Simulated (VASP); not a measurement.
GaHgS, 3 atoms in the cell. The structure is tetragonal, space group P4/mmm (No. 123). The conventional cell has a = 3.548 Å, b = 3.548 Å, c = 5.868 Å, α = 90.00°, β = 90.00°, γ = 90.00°. Ga (site symmetry 4/mmm) has 4 S at 2.51 Å and 2 Hg at 2.93 Å within 3.3 Å. Hg (site symmetry 4/mmm) has 2 Ga at 2.93 Å and 4 Hg at 3.55 Å and 8 S at 3.86 Å within 3.9 Å. Within 3.3 Å of S (site symmetry 4/mmm) lie 4 Ga at 2.51 Å. The cell was built from a structure type or drawn by symmetry, and may not be a known phase.

* Program: VASP 6.6.1
* Task: single point
* Functional: PBE
* Potentials or basis: VASP PAW PBE potentials, release 64 (Ga_d, Hg, S)
* Cutoff: 520 eV
* k mesh: 14 × 14 × 8
* Occupations: gaussian, width 0.1 eV
* Spin: no spin polarisation
* Dipole correction: no
* Further INCAR settings: ALGO = Normal; EDIFF = 1e-07; NBANDS = 22

Potentials or basis: VASP PAW PBE potentials, release 64 (Ga_d, Hg, S).

Launch:

```bash
$ cat potpaw_PBE.64/Ga_d/POTCAR potpaw_PBE.64/Hg/POTCAR potpaw_PBE.64/S/POTCAR > POTCAR
$ mpirun -np 1 vasp_std > vasp.out
```

Hardware: 1 thread of Oxide Virtual Turin-like Processor, on a shared host.

Q: Estimate the wall time of this run.

A: Wall time 7.5 min on 1 thread of Oxide Virtual Turin-like Processor, on a shared host, peak memory 0.39 GiB. Counts: scf iterations 16, k points 180.
